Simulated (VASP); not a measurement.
# BP (F-43m) in VASP: notebook

BP is run at these levels: PBE, PBEsol, LDA; tasks: single point.

Everything below comes from runs of VASP 6.6.1. Logs are shortened: lines on timing, memory, paths and dates and some standing lists are left out, and cuts for length are marked.

## Step 1: The cell of the first run

Symmetry: F-43m, No. 216, cubic system. Conventional cell: a = 4.537 Å, b = 4.537 Å, c = 4.537 Å, α = 90.00°, β = 90.00°, γ = 90.00°. B (site symmetry -43m) has 4 P at 1.96 Å within 2.6 Å. P (site symmetry -43m) has 4 B at 1.96 Å within 2.6 Å.

## Step 2: Single point, PBE

INCAR

```
PREC = Accurate
ENCUT = 520
EDIFF = 1E-7
ISMEAR = 0
SIGMA = 0.01
LREAL = F
LASPH = T
NELM = 60
ALGO = Normal
ISIF = 2
LWAVE = F
LCHARG = F
GGA = PE
NBANDS = 11
```

KPOINTS

```
Automatic mesh
0
Gamma
  6 6 6
```

POSCAR

```
BP
1.0
    0.0000000000      2.2683156724      2.2683156724
    2.2683156724      0.0000000000      2.2683156724
    2.2683156724      2.2683156724      0.0000000000
B P
1 1
Direct
    0.0000000000      0.0000000000      0.0000000000
    0.2500000000      0.2500000000      0.2500000000
```

Potentials or basis: VASP PAW PBE potentials, release 64 (B, P).

The run is started by

```
> cat potpaw_PBE.64/B/POTCAR potpaw_PBE.64/P/POTCAR > POTCAR
> mpirun -np 1 vasp_std > vasp.out
```

OUTCAR:

```text
PREC = Accurate
   ENCUT = 520
   EDIFF = 1E-7
   ISMEAR = 0
   LREAL = F
   LASPH = T
   NELM = 60
   ISIF = 2
   GGA = PE

 ion  position               nearest neighbor table
   1  0.000  0.000  0.000-   2 1.96   2 1.96   2 1.96   2 1.96
   2  0.250  0.250  0.250-   1 1.96   1 1.96   1 1.96   1 1.96

  LATTYP: Found a face centered cubic cell.
 ALAT       =     4.5366313448

  Lattice vectors:

 A1 = (   0.0000000000,   2.2683156724,   2.2683156724)
 A2 = (   2.2683156724,   0.0000000000,   2.2683156724)
 A3 = (   2.2683156724,   2.2683156724,   0.0000000000)

Analysis of symmetry for initial positions (statically):
=====================================================================
 Subroutine PRICEL returns:
 Original cell was already a primitive cell.

 Routine SETGRP: Setting up the symmetry group for a
 face centered cubic supercell.

 Subroutine GETGRP returns: Found 24 space group operations
 (whereof 24 operations were pure point group operations)
 out of a pool of 48 trial point group operations.

The static configuration has the point symmetry T_d .

Analysis of symmetry for dynamics (positions and initial velocities):
=====================================================================
 Subroutine PRICEL returns:
 Original cell was already a primitive cell.

 Routine SETGRP: Setting up the symmetry group for a
 face centered cubic supercell.

 Subroutine GETGRP returns: Found 24 space group operations
 (whereof 24 operations were pure point group operations)
 out of a pool of 48 trial point group operations.

The dynamic configuration has the point symmetry T_d .

 Subroutine INISYM returns: Found 24 space group operations
 (whereof 24 operations are pure point group operations),
 and found     1 'primitive' translations

----------------------------------------------------------------------------------------

                                     Primitive cell

  volume of cell :      23.3421

  direct lattice vectors                    reciprocal lattice vectors
     0.000000000  2.268315672  2.268315672    -0.220427873  0.220427873  0.220427873
     2.268315672  0.000000000  2.268315672     0.220427873 -0.220427873  0.220427873
     2.268315672  2.268315672  0.000000000     0.220427873  0.220427873 -0.220427873

  length of vectors
     3.207882788  3.207882788  3.207882788     0.381792276  0.381792276  0.381792276

  position of ions in fractional coordinates (direct lattice)
     0.000000000  0.000000000  0.000000000
     0.250000000  0.250000000  0.250000000

  ion indices of the primitive-cell ions
   primitive index   ion index
                 1           1
                 2           2

----------------------------------------------------------------------------------------

 KPOINTS: Automatic mesh

Automatic generation of k-mesh.
 Grid dimensions read from file:
 generate k-points for:    6    6    6

 Generating k-lattice:

  Cartesian coordinates                     Fractional coordinates (reciprocal lattice)
    -0.036737979  0.036737979  0.036737979     0.166666667  0.000000000  0.000000000
     0.036737979 -0.036737979  0.036737979     0.000000000  0.166666667  0.000000000
     0.036737979  0.036737979 -0.036737979     0.000000000  0.000000000  0.166666667

  Length of vectors
     0.063632046  0.063632046  0.063632046

  Shift w.r.t. Gamma in fractional coordinates (k-lattice)
     0.000000000  0.000000000  0.000000000

 Subroutine IBZKPT returns following result:
 ===========================================

 Found     16 irreducible k-points:

 Following reciprocal coordinates:
            Coordinates               Weight
  0.000000  0.000000  0.000000      1.000000
  0.166667  0.000000  0.000000      8.000000
  0.333333  0.000000  0.000000      8.000000
  0.500000  0.000000  0.000000      4.000000
  0.166667  0.166667  0.000000      6.000000
  0.333333  0.166667  0.000000     24.000000
[... 8 lines left out ...]
 -0.333333  0.333333  0.166667     24.000000
 -0.333333  0.500000  0.166667     12.000000
   k-points           NKPTS =     16   k-points in BZ     NKDIM =     16   number of bands    NBANDS=     11
   number of dos      NEDOS =    301   number of ions     NIONS =      2
   total plane-waves  NPLWV =  13824
   dimension x,y,z NGX =    24 NGY =   24 NGZ =   24
   dimension x,y,z NGXF=    48 NGYF=   48 NGZF=   48
   ions per type =               1   1
   NGX,Y,Z   is equivalent  to a cutoff of  12.44, 12.44, 12.44 a.u.
   NGXF,Y,Z  is equivalent  to a cutoff of  24.88, 24.88, 24.88 a.u.
 SYSTEM =  unknown system
   PREC   = accura    normal or accurate (medium, high low for compatibility)
   ISTART =      0    job   : 0-new  1-cont  2-samecut
   ICHARG =      2    charge: 1-file 2-atom 10-const
   ISPIN  =      1    spin polarized calculation?
   LNONCOLLINEAR =      F non collinear calculations
   LSORBIT =      F    spin-orbit coupling
   LASPH  =      T    aspherical Exc in radial PAW
   ENCUT  =  520.0 eV  38.22 Ry    6.18 a.u.   5.96  5.96  5.96*2*pi/ulx,y,z
   NELM   =     60;   NELMIN=  2; NELMDL= -5     # of ELM steps
   EDIFF  = 0.1E-06   stopping-criterion for ELM
   LREAL  =      F    real-space projection
   EDIFFG = 0.1E-05   stopping-criterion for IOM
   NSW    =      0    number of steps for IOM
   IBRION =     -1    ionic relax: 0-MD 1-quasi-New 2-CG
   NFREE  =      0    steps in history (QN), initial steepest desc. (CG)
   ISIF   =      2    stress and relaxation
   ISYM   =      2    0-nonsym 1-usesym 2-fastsym
   POTIM  = 0.5000    time-step for ionic-motion
   TEBEG  =    0.0;   TEEND  =   0.0 temperature during run
   PSTRESS=    0.0 pullay stress
   NELECT =       8.0000    total number of electrons
   NUPDOWN=      -1.0000    fix difference up-down
   EMIN   =  10.00;   EMAX   =-10.00  energy-range for DOS
   EFERMI =   0.00;   METHOD = LEGACY
   ISMEAR =     0;   SIGMA  =   0.01  broadening in eV -4-tet -1-fermi 0-gaus
   EFERMI_NEDOS =   21; number of points for ismear=-14 and -15
   IALGO  =     38    algorithm
   IMIX   =      4    mixing-type and parameters
     AMIX     =   0.40;   BMIX     =  1.00
     AMIX_MAG =   1.60;   BMIX_MAG =  1.00
  volume/ion in A,a.u.               =      11.67        78.76
  Fermi-wavevector in a.u.,A,eV,Ry     =   1.145666  2.164995 17.858333  1.312550
  Thomas-Fermi vector in A             =   2.282353
   LORBIT       =      0    0 simple, 1 ext, 2 COOP (PROOUT), +10 PAW based schemes
   GGA     = PE    functional components
   LHFCALC =     F    Hartree Fock is set to
   AEXX    =    0.0000 exact exchange contribution
   IVDW    =     0    specifies the selected vdW correction
   LEPSILON=     F    determine dielectric tensor
   LRPA    =     F    only Hartree local field effects (RPA)
 non-spin polarized calculation
 Gauss-broadening in eV      SIGMA  =   0.01
  energy-cutoff  :      520.00
  volume of cell :       23.34
 maximum number of plane-waves:       636
   NGX = 11   NGY = 11   NGZ = 11

 number of electron       8.0000000 magnetization

 Free energy of the ion-electron system (eV)
  ---------------------------------------------------
  ext. energy  EPLUGINS =         0.00000000
  ---------------------------------------------------
  free energy    TOTEN  =       -12.91318170 eV

  energy without entropy =      -12.91318170  energy(sigma->0) =      -12.91318170

 E-fermi :   7.5762     XC(G=0): -10.9082

 val. band max:        7.4497831179   @ k =   0.0000   0.0000   0.0000
 cond. band min:       8.7769525452   @ k =   0.5000   0.5000   0.0000
 fundamental gap:      1.3271694273
 Fermi energy:         7.5761511389

 k-point     1 :       0.0000    0.0000    0.0000
  band No.  band energies     occupation
      1      -8.0209      2.00000
      2       7.4498      2.00000
      3       7.4498      2.00000
      4       7.4498      2.00000
      5      10.8490      0.00000
      6      10.8490      0.00000
      7      10.8490      0.00000
      8      14.8380      0.00000
      9      18.9670      0.00000
     10      19.5771      0.00000
     11      19.5771      0.00000

 k-point     2 :       0.1667    0.0000    0.0000
  band No.  band energies     occupation
      1      -7.5227      2.00000
      2       4.6104      2.00000
      3       6.7837      2.00000
      4       6.7837      2.00000
      5      11.4726      0.00000
      6      11.7553      0.00000
      7      11.7553      0.00000
      8      16.1222      0.00000
      9      18.3891      0.00000
     10      18.3891      0.00000
     11      20.2077      0.00000

 k-point     3 :       0.3333    0.0000    0.0000
  band No.  band energies     occupation
      1      -6.1043      2.00000
      2       0.7128      2.00000
      3       5.9799      2.00000
      4       5.9799      2.00000
      5      11.3518      0.00000
      6      12.3067      0.00000
      7      12.3067      0.00000
      8      17.5615      0.00000
      9      19.3414      0.00000
     10      19.3414      0.00000
     11      20.8859      0.00000

 k-point     4 :       0.5000    0.0000    0.0000
  band No.  band energies     occupation
      1      -4.6933      2.00000
      2      -1.5922      2.00000
      3       5.6903      2.00000
      4       5.6903      2.00000
      5      11.2353      0.00000
      6      12.1607      0.00000
      7      12.1607      0.00000
      8      17.5776      0.00000
      9      22.0787      0.00000
     10      22.0787      0.00000
     11      22.2876      0.00000
[... 127 lines left out ...]
 k-point    14 :       0.5000    0.3333    0.1667
  band No.  band energies     occupation
      1      -4.8804      2.00000
      2       0.9197      2.00000
      3       2.4380      2.00000
      4       4.1817      2.00000
      5      11.4563      0.00000
      6      12.9894      0.00000
      7      13.9261      0.00000
      8      16.9715      0.00000
      9      20.1722      0.00000
     10      21.0216      0.00000
     11      25.1673      0.00000

 k-point    15 :      -0.3333    0.3333    0.1667
  band No.  band energies     occupation
      1      -3.5758      2.00000
      2      -0.6731      2.00000
      3       1.9431      2.00000
      4       3.4695      2.00000
      5      11.9618      0.00000
      6      13.1571      0.00000
      7      16.0622      0.00000
      8      16.6207      0.00000
      9      17.9454      0.00000
     10      22.2850      0.00000
     11      25.0112      0.00000

 k-point    16 :      -0.3333    0.5000    0.1667
  band No.  band energies     occupation
      1      -2.9614      2.00000
      2      -0.7792      2.00000
      3       2.1427      2.00000
      4       2.2663      2.00000
      5      11.2803      0.00000
      6      11.8993      0.00000
      7      16.5808      0.00000
      8      17.2357      0.00000
      9      20.3986      0.00000
     10      23.6540      0.00000
     11      23.9374      0.00000

------------------------ aborting loop because EDIFF is reached ----------------------------------------

  FORCE on cell =-STRESS in cart. coord.  units (eV):
  Direction    XX          YY          ZZ          XY          YZ          ZX
  --------------------------------------------------------------------------------------
  -------------------------------------------------------------------------------------
  Total        0.1719999      0.1719999      0.1719999     -0.0000000      0.0000000     -0.0000000
  in kB       11.8058771     11.8058771     11.8058771     -0.0000000      0.0000000     -0.0000000
  external PRESSURE =      11.8058771 kB  Pullay stress =       0.0000000 kB

 VOLUME and BASIS-vectors are now :
 -----------------------------------------------------------------------------
  energy-cutoff  :      520.00
  volume of cell :       23.34
      direct lattice vectors                 reciprocal lattice vectors
     0.000000000  2.268315672  2.268315672    -0.220427873  0.220427873  0.220427873
     2.268315672  0.000000000  2.268315672     0.220427873 -0.220427873  0.220427873
     2.268315672  2.268315672  0.000000000     0.220427873  0.220427873 -0.220427873

 POSITION                                       TOTAL-FORCE (eV/Angst)
 -----------------------------------------------------------------------------------
      0.00000      0.00000      0.00000         0.000000     -0.000000     -0.000000
      1.13416      1.13416      1.13416        -0.000000      0.000000      0.000000
 -----------------------------------------------------------------------------------
    total drift:                                0.000000      0.000000      0.000000

  FREE ENERGIE OF THE ION-ELECTRON SYSTEM (eV)
  ---------------------------------------------------
  free  energy   TOTEN  =       -12.9131817009 eV

  energy  without entropy=      -12.9131817009  energy(sigma->0) =      -12.91318170
```

Run time: 2.4 s. Hardware: 1 thread of Intel Xeon 6975P-C, shared host; peak memory 0.13 GiB.

Results:

```
Free energy            : -12.9132 eV
Pressure               : 1.2 GPa
Band gap on the k mesh : 1.33 eV, indirect (least direct gap 3.40 eV)
```

A k mesh can miss the band edges. As with any semilocal functional, this PBE gap is likely too small.

(Continued in part 2 of 3.)
